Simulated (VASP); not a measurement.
K3Te2:

```
K Te
1.0
     3.84279    2.21864    6.99446
    -3.84279    2.21864    6.99446
     0.00000   -4.43727    6.99446
K Te
6 4
Direct
  0.05625 0.44375 0.75000
  0.75000 0.05625 0.44375
  0.44375 0.75000 0.05625
  0.94375 0.55625 0.25000
  0.25000 0.94375 0.55625
  0.55625 0.25000 0.94375
  0.85218 0.85218 0.85218
  0.64782 0.64782 0.64782
  0.14782 0.14782 0.14782
  0.35218 0.35218 0.35218
```

```yaml
Program: VASP 6.6.1
Task: relaxation of cell and atoms
Functional: PBE
Potentials_or_basis: VASP PAW PBE potentials, release 64 (K_sv, Te)
Cutoff: 500 eV
k_mesh: 3 × 3 × 3
Occupations: gaussian, width 0.1 eV
Spin: no spin polarisation
```

At the start: pressure 9.8 GPa; volume 35.78 Å³/atom.

**Question.** How do energy, volume and symmetry change on relaxing?

**Answer.** Over 39 steps the energy falls by 484.9 meV/atom and the volume is 41.84 Å³/atom (+16.9 %); space group R-3c (No. 167, to 0.1 Å) before and after.

Step by step:
```
step  energy change (eV)  largest force (eV/Å)  pressure (GPa)  volume (Å³)
   1              0.0000                0.3033            9.76       357.80
   2             -3.5941                0.1467            1.24       482.98
   3             -3.7500                0.1344            0.42       512.67
   4             -3.6840                0.1198           -0.69       575.64
   5             -3.7780                0.1274           -0.07       535.55
   6             -3.7780                0.1284            0.01       531.52
   7             -3.7881                0.1111            0.02       531.11
   8             -3.8120                0.0566            0.04       529.83
   9             -3.8333                0.0652            0.12       527.07
  10             -3.8500                0.0811            0.02       531.25
  11             -3.8991                0.1185           -0.27       543.30
  12             -3.9090                0.1542           -0.75       565.14
  13             -3.9234                0.1386           -0.49       553.24
  14             -3.9291                0.1424           -0.51       553.44
  15             -3.9442                0.1535           -0.55       553.93
  16             -3.9653                0.1749           -0.63       554.48
  17             -3.9653                0.2139           -0.78       553.82
  18             -3.9715                0.1863           -0.68       554.53
  19             -4.0013                0.2035           -0.62       548.51
  20             -4.0775                0.2586           -0.41       530.45
  21             -4.1486                0.3926            0.13       494.51
  22             -4.2165                0.3990            0.13       486.71
  23             -4.3772                0.4734            0.19       462.97
  24             -4.3314                1.0200            0.93       413.97
  25             -4.4280                0.6769            0.43       439.92
  26             -4.5711                0.4189            0.05       441.60
  27             -4.6505                0.1919           -0.30       443.69
  28             -4.6585                0.1288           -0.40       444.46
  29             -4.6590                0.1107           -0.42       444.71
  30             -4.6923                0.1288           -0.11       432.38
  31             -4.7010                0.1502            0.17       422.62
  32             -4.7357                0.1431            0.20       417.44
  33             -4.7651                0.1262            0.35       406.13
  34             -4.7666                0.1296            0.31       408.47
  35             -4.7901                0.1132           -0.09       417.57
  36             -4.7916                0.1082           -0.21       420.55
  37             -4.8134                0.0981           -0.16       420.12
  38             -4.8377                0.0657            0.00       418.72
  39             -4.8489                0.0199           -0.02       418.36
```

Final structure:
```xyz
10
Lattice="4.9034 2.8310 5.0231 -4.9034 2.8310 5.0231 0.0000 -5.6619 5.0231" Properties=species:S:1:pos:R:3 pbc="T T T"
K    -1.9184   -2.8310    6.2788
K     3.4109   -0.2459    6.2788
K    -1.4925    3.0769    6.2788
K     1.9184    2.8310    8.7904
K    -3.4109    0.2459    8.7904
K     1.4925   -3.0769    8.7904
Te    0.0000    0.0000   13.2553
Te    0.0000    0.0000    9.3485
Te    0.0000    0.0000    1.8139
Te    0.0000    0.0000    5.7207
```

Caveat: the volume moved by over 15 % at a fixed basis, so the end points are rough.
